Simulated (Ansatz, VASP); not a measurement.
## Two plane-wave programs on NaTaO

```
CELL_PARAMETERS angstrom
2.16464 1.24975 5.36364
-2.16464 1.24975 5.36364
0.00000 -2.49951 5.36364
ATOMIC_POSITIONS crystal
Na 0.85679 0.85679 0.85679
Na 0.14321 0.14321 0.14321
Ta 0.62855 0.62855 0.62855
Ta 0.37145 0.37145 0.37145
O 0.00000 0.00000 0.00000
O 0.50000 0.50000 0.50000
```

Alike in both runs: functional PBE; k mesh 4 × 4 × 4; occupations gaussian, width 0.2 eV; no spin polarisation.

Ansatz relaxed the structure, and its values are those at the end. VASP's run is a single point on that final structure, the one shown.

|  | VASP | Ansatz |
| --- | --- | --- |
| version | VASP 6.6.1 | Ansatz 0.2.0 |
| potentials or method | VASP PAW PBE potentials, release 64 (Na_pv, Ta_pv, O), cutoff 600 eV | scalar-relativistic, plane waves, PAW |
| valence electrons in the cell | 48 | 56 |

```csv
,VASP,Ansatz,Ansatz less VASP
gap on the k mesh at the Fermi level (eV),none,none,-
pressure (GPa),0.2,0.2,-0.07
rms of the force components (eV/Å),0.027,0.012,-0.0157
```

A gap of «none» marks a metal or a gap that the smearing closes. The functional is the same, so the differences come from potentials, cutoffs and numerics. VASP's potentials hold 48 valence electrons a cell and Ansatz's 56, so a difference there can come from the potentials and not from the codes.

The k mesh is coarse, so the values compare programs but aren't converged. Spin-orbit coupling is off throughout.
